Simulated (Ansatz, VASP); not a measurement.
# P: VASP beside Ansatz

The input INCAR:

```
SYSTEM = P
PREC = Accurate
ENCUT = 600
EDIFF = 1E-6
ISMEAR = 0
SIGMA = 0.1
LREAL = .FALSE.
LASPH = .TRUE.
NELM = 60
ALGO = Normal
ISIF = 3
LWAVE = .FALSE.
LCHARG = .FALSE.
IBRION = 2
NSW = 100
EDIFFG = -0.005
```

Contents of KPOINTS:

```
Automatic mesh
0
G
  10 10 10
  0 0 0
```

File POSCAR:

```
P
1.0
    4.2729048574      0.0000000000      0.0000000000
    0.0000000000      4.2729048574      0.0000000000
    0.0000000000      0.0000000000      4.3780000000
P
1
Direct
    0.0000000000      0.0000000000      0.0000000000
```

Input for Ansatz:

```yaml
crystal:
  lattice:
    - [4.2729048574, 0.0, 0.0]
    - [0.0, 4.2729048574, 0.0]
    - [0.0, 0.0, 4.378]
  atoms:
    - { symbol: P, position: [0.0, 0.0, 0.0] }
basis:
  ecutwfc: 420
kpoints:
  mp_grid: { grid: [10, 10, 10] }
hamiltonian:
  xc: lda
scf:
  occupations: { method: gaussian, width: 0.1 }
output:
  forces: true
  stress: true
  eigenvalues: true
relax:
  adjacent_minimum: "off"
  f_tol: 0.005
  max_steps: 80
  cell: { stress_tol: 0.05 }
```

Alike in both runs: task relaxation of cell and atoms; functional LDA; k mesh 10 × 10 × 10; occupations gaussian, width 0.1 eV; no spin polarisation.

|  | VASP | Ansatz |
| --- | --- | --- |
| version | VASP 6.6.1 | Ansatz 0.2.0 |
| potentials or method | VASP PAW LDA potentials, release 64 (P), cutoff 600 eV | scalar-relativistic, plane waves, PAW |
| valence electrons in the cell | 5 | 5 |

|  | VASP | Ansatz | Ansatz less VASP |
| --- | --- | --- | --- |
| gap on the k mesh at the Fermi level, each at its own relaxed structure (eV) | none | none | - |
| relaxed volume (Å³/atom) | 13.99 | 14.01 | +0.015 |
| relaxed cell length with the largest relative difference (Å) | 2.410 | 2.411 | +0.0010 |

LDA's correlation is that of Perdew and Zunger in VASP and of Perdew and Wang (1992) in Ansatz. A gap of «none» marks a metal or a gap that the smearing closes.

Noted on VASP's run: the volume moved by over 15 % at a fixed basis, so the end points are rough.
